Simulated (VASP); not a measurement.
# LiZn in VASP: notebook, part 2 of 2

VASP 6.6.1. Earlier steps stand in the parts before.

## Step 3: Electric field gradients, LDA (equal xy, yz and zx shear strains of +2 %)

INCAR reads:

```
ALGO = Normal
EDIFF = 1E-8
ENCUT = 520
GGA = CA
ISIF = 2
ISMEAR = -1
LASPH = T
LCHARG = F
LEFG = T
LREAL = F
LWAVE = F
NBANDS = 23
NELM = 80
PREC = Accurate
SIGMA = 0.08
```

KPOINTS reads:

```
k-points
0
Gamma
  9 9 9
```

POSCAR reads:

```
LiZn
1.0
    0.0622200000      3.1421100000      3.1421100000
    3.1421100000      0.0622200000      3.1421100000
    3.1421100000      3.1421100000      0.0622200000
Li Zn
2 2
Direct
    0.5000000000      0.5000000000      0.5000000000
    0.7500000000      0.7500000000      0.7500000000
    0.0000000000      0.0000000000      0.0000000000
    0.2500000000      0.2500000000      0.2500000000
```

Potentials or basis: VASP PAW LDA potentials, release 64 (Li_sv, Zn).

On the command line:

```
> cat potpaw_LDA.64/Li_sv/POTCAR potpaw_LDA.64/Zn/POTCAR > POTCAR
> mpirun -np 1 vasp_std > vasp.out
```

OUTCAR:

```text
EDIFF = 1E-8
   ENCUT = 520
   GGA = CA
   ISIF = 2
   ISMEAR = -1
   LASPH = T
   LREAL = F
   NELM = 80
   PREC = Accurate

 ion  position               nearest neighbor table
   1  0.500  0.500  0.500-   4 2.68   4 2.68   4 2.68   4 2.75
   2  0.750  0.750  0.750-   3 2.68   3 2.68   3 2.68   3 2.75
   3  0.000  0.000  0.000-   2 2.68   2 2.68   2 2.68   4 2.68   4 2.68   4 2.68   4 2.75   2 2.75

   4  0.250  0.250  0.250-   3 2.68   3 2.68   3 2.68   1 2.68   1 2.68   1 2.68   3 2.75   1 2.75

  LATTYP: Found a trigonal (rhomboedric) cell.
 ALAT       =     4.4440501609
 COS(alpha) =     0.5197000882

  Lattice vectors:

 A1 = (   0.0622200000,   3.1421100000,   3.1421100000)
 A2 = (   3.1421100000,   0.0622200000,   3.1421100000)
 A3 = (   3.1421100000,   3.1421100000,   0.0622200000)

Analysis of symmetry for initial positions (statically):
=====================================================================
 Subroutine PRICEL returns:
 Original cell was already a primitive cell.

 Routine SETGRP: Setting up the symmetry group for a
 trigonal (rhombohedral) supercell.

 Subroutine GETGRP returns: Found 12 space group operations
 (whereof  6 operations were pure point group operations)
 out of a pool of 12 trial point group operations.

The static configuration has the point symmetry C_3v.
 The point group associated with its full space group is D_3d.

Analysis of symmetry for dynamics (positions and initial velocities):
=====================================================================
 Subroutine PRICEL returns:
 Original cell was already a primitive cell.

 Routine SETGRP: Setting up the symmetry group for a
 trigonal (rhombohedral) supercell.

 Subroutine GETGRP returns: Found 12 space group operations
 (whereof  6 operations were pure point group operations)
 out of a pool of 12 trial point group operations.

The dynamic configuration has the point symmetry C_3v.
 The point group associated with its full space group is D_3d.

 Subroutine INISYM returns: Found 12 space group operations
 (whereof  6 operations are pure point group operations),
 and found     1 'primitive' translations

----------------------------------------------------------------------------------------

                                     Primitive cell

  volume of cell :      60.2006

  direct lattice vectors                    reciprocal lattice vectors
     0.062220000  3.142110000  3.142110000    -0.163935063  0.160751858  0.160751858
     3.142110000  0.062220000  3.142110000     0.160751858 -0.163935063  0.160751858
     3.142110000  3.142110000  0.062220000     0.160751858  0.160751858 -0.163935063

  length of vectors
     4.444050161  4.444050161  4.444050161     0.280280260  0.280280260  0.280280260

  position of ions in fractional coordinates (direct lattice)
     0.500000000  0.500000000  0.500000000
     0.750000000  0.750000000  0.750000000
     0.000000000  0.000000000  0.000000000
     0.250000000  0.250000000  0.250000000

  ion indices of the primitive-cell ions
[... 91 lines left out ...]
   EFERMI =   0.00;   METHOD = LEGACY
   ISMEAR =    -1;   SIGMA  =   0.08  broadening in eV -4-tet -1-fermi 0-gaus
   EFERMI_NEDOS =   21; number of points for ismear=-14 and -15
   IALGO  =     38    algorithm
   IMIX   =      4    mixing-type and parameters
     AMIX     =   0.40;   BMIX     =  1.00
     AMIX_MAG =   1.60;   BMIX_MAG =  1.00
  volume/ion in A,a.u.               =      15.05       101.56
  Fermi-wavevector in a.u.,A,eV,Ry     =   1.297921  2.452716 22.920373  1.684600
  Thomas-Fermi vector in A             =   2.429283
   LORBIT       =      0    0 simple, 1 ext, 2 COOP (PROOUT), +10 PAW based schemes
   GGA     = CA    functional components
   LHFCALC =     F    Hartree Fock is set to
   AEXX    =    0.0000 exact exchange contribution
   IVDW    =     0    specifies the selected vdW correction
   LEPSILON=     F    determine dielectric tensor
   LRPA    =     F    only Hartree local field effects (RPA)
 non-spin polarized calculation
  energy-cutoff  :      520.00
  volume of cell :       60.20
 maximum number of plane-waves:      1639
 NGX is ok and might be reduce to    36
   NGX = 17   NGY = 17   NGZ = 17

 number of electron      30.0000019 magnetization

 Free energy of the ion-electron system (eV)
  ---------------------------------------------------
  ext. energy  EPLUGINS =         0.00000000
  ---------------------------------------------------
  free energy    TOTEN  =        -8.66031651 eV

  energy without entropy =       -8.63772866  energy(sigma->0) =       -8.64902258

 E-fermi :   1.8380     XC(G=0):  -9.9892

 val. band max:        1.8243307330   @ k =  -0.3333   0.3333   0.0000
 cond. band min:       1.8431972629   @ k =  -0.1111   0.2222   0.1111
 fundamental gap:      0.0188665299
 Fermi energy:         1.8379993425

 k-point     1 :       0.0000    0.0000    0.0000
  band No.  band energies     occupation
      1     -43.2384      2.00000
      2     -43.1844      2.00000
      3      -5.6978      2.00000
      4      -5.5166      2.00000
      5      -5.5166      2.00000
      6      -5.4803      2.00000
[... 613 lines left out ...]
     22      12.8840      0.00000
     23      13.4495      0.00000

 [... further k-points ...]

------------------------ aborting loop because EDIFF is reached ----------------------------------------

  FORCE on cell =-STRESS in cart. coord.  units (eV):
  Direction    XX          YY          ZZ          XY          YZ          ZX
  --------------------------------------------------------------------------------------
  -------------------------------------------------------------------------------------
  Total       -2.0760992     -2.0760992     -2.0760992     -0.2979006     -0.2979006     -0.2979006
  in kB      -55.2532842    -55.2532842    -55.2532842     -7.9283240     -7.9283240     -7.9283240
  external PRESSURE =     -55.2532842 kB  Pullay stress =       0.0000000 kB

 VOLUME and BASIS-vectors are now :
 -----------------------------------------------------------------------------
  energy-cutoff  :      520.00
  volume of cell :       60.20
      direct lattice vectors                 reciprocal lattice vectors
     0.062220000  3.142110000  3.142110000    -0.163935063  0.160751858  0.160751858
     3.142110000  0.062220000  3.142110000     0.160751858 -0.163935063  0.160751858
     3.142110000  3.142110000  0.062220000     0.160751858  0.160751858 -0.163935063

 POSITION                                       TOTAL-FORCE (eV/Angst)
 -----------------------------------------------------------------------------------
      3.17322      3.17322      3.17322         0.000855      0.000855      0.000855
      4.75983      4.75983      4.75983        -0.000855     -0.000855     -0.000855
      0.00000      0.00000      0.00000        -0.022101     -0.022101     -0.022101
      1.58661      1.58661      1.58661         0.022101      0.022101      0.022101
 -----------------------------------------------------------------------------------
    total drift:                                0.000000      0.000000      0.000000

  FREE ENERGIE OF THE ION-ELECTRON SYSTEM (eV)
  ---------------------------------------------------
  free  energy   TOTEN  =        -8.6603165082 eV

  energy  without entropy=       -8.6377286600  energy(sigma->0) =       -8.64902258

 Electric field gradients (V/A^2)
---------------------------------------------------------------------
 ion       V_xx      V_yy      V_zz      V_xy      V_xz      V_yz
---------------------------------------------------------------------
   1      -0.000     0.000     0.000    -0.051    -0.051    -0.051
   2       0.000     0.000     0.000    -0.051    -0.051    -0.051
   3      -0.000     0.000    -0.000     0.892     0.892     0.892
   4      -0.000     0.000     0.000     0.892     0.892     0.892
---------------------------------------------------------------------

 Electric field gradients after diagonalization (V/A^2)
 (convention: |V_zz| > |V_xx| > |V_yy|)
----------------------------------------------------------------------
 ion       V_xx      V_yy      V_zz     asymmetry (V_yy - V_xx)/ V_zz
----------------------------------------------------------------------
   1       0.051     0.051    -0.103       0.000
   2       0.051     0.051    -0.103       0.000
   3      -0.892    -0.892     1.784       0.000
   4      -0.892    -0.892     1.784       0.000
----------------------------------------------------------------------

           NMR quadrupolar parameters

 Cq : quadrupolar parameter    Cq=e*Q*V_zz/h
 eta: asymmetry parameters     (V_yy - V_xx)/ V_zz
 Q  : nuclear electric quadrupole moment in mb (millibarn)
----------------------------------------------------------------------
 ion       Cq(MHz)       eta       Q (mb)
----------------------------------------------------------------------
   1      -0.000       0.000       1.000
   2      -0.000       0.000       1.000
   3       0.004       0.000       1.000
   4       0.004       0.000       1.000
----------------------------------------------------------------------
```

stdout:

```text
POSCAR found type information on POSCAR LiZn
 POSCAR found :  2 types and       4 ions
 scaLAPACK will be used
 LDA part: xc-table for (Slater(with rela. corr.)+CA(PZ))
 , standard interpolation
 POSCAR, INCAR and KPOINTS ok, starting setup
 FFT: planning ... GRIDC
 FFT: planning ... GRID_SOFT
 FFT: planning ... GRID
 WAVECAR not read
 entering main loop
ion   1

ion   2

ion   3

ion   4
```

It took 72 s on 1 thread of AMD EPYC 9R45 (Zen 5), shared host; peak memory 0.2 GiB.

Results:

```yaml
Free_energy: -8.6603 eV
Largest_force: 0.038 eV/Å
Band_gap_on_the_k_mesh: zero (band 15 reaches 5.07 eV, above the bottom of band 16 at 0.73 eV)
```

Forces in eV/Å, atoms in the order of the input:
```
Li   0.001  0.001  0.001
Li  -0.001 -0.001 -0.001
Zn  -0.022 -0.022 -0.022
Zn   0.022  0.022  0.022
```

Electric field gradients, principal values (V/Å²):
| atom | least | middle | greatest (by size) |
| --- | --- | --- | --- |
| 1 Li | 0.051 | 0.051 | -0.103 |
| 2 Li | 0.051 | 0.051 | -0.103 |
| 3 Zn | -0.892 | -0.892 | 1.784 |
| 4 Zn | -0.892 | -0.892 | 1.784 |

Caveat: the cell differs from its parent crystal (equal xy, yz and zx shear strains of +2 %); the cutoff is under 1.25 times the usual one of these potentials, so pressure, stress and relaxed cells hold a basis-set (Pulay) error; without QUAD_EFG the Cq values of the log hold for a quadrupole moment of 1 mb, not for the nuclei.

## Step 4: Electric field gradients, LDA

INCAR reads:

```
SYSTEM = LiZn
ALGO = Normal ; EDIFF = 1E-8
ENCUT = 520 ; ISIF = 2
ISMEAR = -1 ; LASPH = .TRUE.
LCHARG = .FALSE. ; LEFG = .TRUE.
LREAL = .FALSE. ; LWAVE = .FALSE.
NBANDS = 23 ; NELM = 80
PREC = Accurate ; SIGMA = 0.08
```

KPOINTS reads:

```
k-points
0
G
  9 9 9
  0 0 0
```

POSCAR reads:

```
LiZn
1.0
    0.0000000000      3.1110000000      3.1110000000
    3.1110000000      0.0000000000      3.1110000000
    3.1110000000      3.1110000000      0.0000000000
Li Zn
2 2
Direct
    0.5000000000      0.5000000000      0.5000000000
    0.7500000000      0.7500000000      0.7500000000
    0.0000000000      0.0000000000      0.0000000000
    0.2500000000      0.2500000000      0.2500000000
```

Potentials or basis: VASP PAW LDA potentials, release 64 (Li_sv, Zn).

On the command line:

```
> cat potpaw_LDA.64/Li_sv/POTCAR potpaw_LDA.64/Zn/POTCAR > POTCAR
> mpirun -np 1 vasp_std > vasp.out
```

OUTCAR:

```text
SYSTEM = LiZn
   EDIFF = 1E-8
   ENCUT = 520
   ISIF = 2
   ISMEAR = -1
   LASPH = .TRUE.
   LREAL = .FALSE.
   NELM = 80
   PREC = Accurate

 ion  position               nearest neighbor table
   1  0.500  0.500  0.500-   4 2.69   4 2.69   4 2.69   4 2.69
   2  0.750  0.750  0.750-   3 2.69   3 2.69   3 2.69   3 2.69
   3  0.000  0.000  0.000-   2 2.69   2 2.69   2 2.69   4 2.69   4 2.69   4 2.69   4 2.69   2 2.69

   4  0.250  0.250  0.250-   3 2.69   3 2.69   3 2.69   1 2.69   1 2.69   1 2.69   3 2.69   1 2.69

  LATTYP: Found a face centered cubic cell.
 ALAT       =     6.2220000000

  Lattice vectors:

 A1 = (   0.0000000000,   3.1110000000,   3.1110000000)
 A2 = (   3.1110000000,   0.0000000000,   3.1110000000)
 A3 = (   3.1110000000,   3.1110000000,   0.0000000000)

Analysis of symmetry for initial positions (statically):
=====================================================================
 Subroutine PRICEL returns:
 Original cell was already a primitive cell.

 Routine SETGRP: Setting up the symmetry group for a
 face centered cubic supercell.

 Subroutine GETGRP returns: Found 48 space group operations
 (whereof 24 operations were pure point group operations)
 out of a pool of 48 trial point group operations.

The static configuration has the point symmetry T_d .
 The point group associated with its full space group is O_h .

Analysis of symmetry for dynamics (positions and initial velocities):
=====================================================================
 Subroutine PRICEL returns:
 Original cell was already a primitive cell.

 Routine SETGRP: Setting up the symmetry group for a
 face centered cubic supercell.
[... 792 lines left out ...]

  FORCE on cell =-STRESS in cart. coord.  units (eV):
  Direction    XX          YY          ZZ          XY          YZ          ZX
  --------------------------------------------------------------------------------------
  -------------------------------------------------------------------------------------
  Total       -2.0954931     -2.0954931     -2.0954931      0.0000000      0.0000000      0.0000000
  in kB      -55.7528125    -55.7528125    -55.7528125      0.0000000      0.0000000      0.0000000
  external PRESSURE =     -55.7528125 kB  Pullay stress =       0.0000000 kB

 VOLUME and BASIS-vectors are now :
 -----------------------------------------------------------------------------
  energy-cutoff  :      520.00
  volume of cell :       60.22
      direct lattice vectors                 reciprocal lattice vectors
     0.000000000  3.111000000  3.111000000    -0.160720026  0.160720026  0.160720026
     3.111000000  0.000000000  3.111000000     0.160720026 -0.160720026  0.160720026
     3.111000000  3.111000000  0.000000000     0.160720026  0.160720026 -0.160720026

 POSITION                                       TOTAL-FORCE (eV/Angst)
 -----------------------------------------------------------------------------------
      3.11100      3.11100      3.11100        -0.000000     -0.000000      0.000000
      4.66650      4.66650      4.66650        -0.000000     -0.000000      0.000000
      0.00000      0.00000      0.00000         0.000000      0.000000      0.000000
      1.55550      1.55550      1.55550        -0.000000     -0.000000     -0.000000
 -----------------------------------------------------------------------------------
    total drift:                                0.000000      0.000000      0.000000

  FREE ENERGIE OF THE ION-ELECTRON SYSTEM (eV)
  ---------------------------------------------------
  free  energy   TOTEN  =        -8.6686452703 eV

  energy  without entropy=       -8.6452062887  energy(sigma->0) =       -8.65692578

 Electric field gradients (V/A^2)
---------------------------------------------------------------------
 ion       V_xx      V_yy      V_zz      V_xy      V_xz      V_yz
---------------------------------------------------------------------
   1       0.000     0.000    -0.000    -0.004    -0.004    -0.004
   2       0.000     0.000    -0.000    -0.004    -0.004    -0.004
   3      -0.000     0.000    -0.000    -0.005    -0.005    -0.005
   4      -0.000     0.000    -0.000    -0.005    -0.005    -0.005
---------------------------------------------------------------------

 Electric field gradients after diagonalization (V/A^2)
 (convention: |V_zz| > |V_xx| > |V_yy|)
----------------------------------------------------------------------
 ion       V_xx      V_yy      V_zz     asymmetry (V_yy - V_xx)/ V_zz
----------------------------------------------------------------------
   1       0.004     0.004    -0.008       0.000
   2       0.004     0.004    -0.008       0.000
   3       0.005     0.005    -0.009       0.000
   4       0.005     0.005    -0.009       0.000
----------------------------------------------------------------------

           NMR quadrupolar parameters

 Cq : quadrupolar parameter    Cq=e*Q*V_zz/h
 eta: asymmetry parameters     (V_yy - V_xx)/ V_zz
 Q  : nuclear electric quadrupole moment in mb (millibarn)
----------------------------------------------------------------------
 ion       Cq(MHz)       eta       Q (mb)
----------------------------------------------------------------------
   1      -0.000       0.000       1.000
   2      -0.000       0.000       1.000
   3      -0.000       0.000       1.000
   4      -0.000       0.000       1.000
----------------------------------------------------------------------
```

OSZICAR:

```text
N       E                     dE             d eps       ncg     rms          rms(c)
DAV:   1     0.158732409305E+03    0.15873E+03   -0.14434E+04  1610   0.172E+03
DAV:   2     0.561616286794E+01   -0.15312E+03   -0.14770E+03  1631   0.333E+02
DAV:   3    -0.869679130595E+01   -0.14313E+02   -0.14087E+02  2784   0.816E+01
DAV:   4    -0.926829722616E+01   -0.57151E+00   -0.56518E+00  1983   0.141E+01
DAV:   5    -0.927954873932E+01   -0.11252E-01   -0.11251E-01  2302   0.187E+00    0.395E+00
DAV:   6    -0.873180348817E+01    0.54775E+00   -0.28252E+00  2044   0.280E+01    0.267E+00
DAV:   7    -0.868535826669E+01    0.46445E-01   -0.23077E-01  1909   0.673E+00    0.967E-01
DAV:   8    -0.866942189998E+01    0.15936E-01   -0.16636E-02  1967   0.116E+00    0.158E-01
DAV:   9    -0.866868658867E+01    0.73531E-03   -0.15553E-03  2466   0.396E-01    0.536E-02
DAV:  10    -0.866864631731E+01    0.40271E-04   -0.22282E-04  1876   0.101E-01    0.120E-02
DAV:  11    -0.866864518998E+01    0.11273E-05   -0.17606E-05  2305   0.449E-02    0.802E-03
DAV:  12    -0.866864535102E+01   -0.16103E-06   -0.87583E-07  1939   0.634E-03    0.311E-03
DAV:  13    -0.866864527091E+01    0.80110E-07   -0.12517E-07  2093   0.277E-03    0.502E-04
DAV:  14    -0.866864527030E+01    0.60527E-09   -0.32215E-09  1218   0.489E-04
   1 F= -.86686453E+01 E0= -.86569258E+01  d E =-.234390E-01
```

stdout:

```text
POSCAR found type information on POSCAR LiZn
 POSCAR found :  2 types and       4 ions
 scaLAPACK will be used
 LDA part: xc-table for (Slater(with rela. corr.)+CA(PZ))
 , standard interpolation
 POSCAR, INCAR and KPOINTS ok, starting setup
 FFT: planning ... GRIDC
 FFT: planning ... GRID_SOFT
 FFT: planning ... GRID
 WAVECAR not read
 entering main loop
ion   1

ion   2

ion   3

ion   4
```

Run time: 35 s. Hardware: 1 thread of Intel Xeon Platinum 8488C (Sapphire Rapids), shared host; peak memory 0.18 GiB.

Results:

```yaml
Free_energy: -8.6686 eV
Band_gap_on_the_k_mesh: zero (band 15 reaches 5.23 eV, above the bottom of band 16 at 0.76 eV)
```

Levels at points of the mesh, in eV from the Fermi level:
| k point | band 13 | band 14 | band 15 | band 16 | band 17 | band 18 |
| --- | --- | --- | --- | --- | --- | --- |
| (0.00, 0.00, 0.00) | -6.78 | 3.38 | 3.38 | 3.38 | 3.51 | 3.51 |

Caveat: the cutoff is under 1.25 times the usual one of these potentials, so pressure, stress and relaxed cells hold a basis-set (Pulay) error; without QUAD_EFG the Cq values of the log hold for a quadrupole moment of 1 mb, not for the nuclei.

## Step 5: The runs side by side

| cell | gap on the mesh (eV) | largest force (eV/Å) |
| --- | --- | --- |
| a = 4.422 Å, angles 59.3°, 4 atoms | none | 0.02 |
| a = 4.444 Å, angles 58.7°, 4 atoms | none | 0.04 |
| a = 4.400 Å, angles 60.0°, 4 atoms | none | - |

Alike in all rows: task electric field gradients; level LDA; potentials or basis VASP PAW LDA potentials, release 64 (Li_sv, Zn); no spin polarisation; k mesh 9 × 9 × 9; cutoff (eV) 520; smearing fermi-dirac 0.08 eV.

Caveats: the cutoff is under 1.25 times the usual one of these potentials, so pressure, stress and relaxed cells hold a basis-set (Pulay) error.

Absolute energies hang on the potentials; compare differences alone.
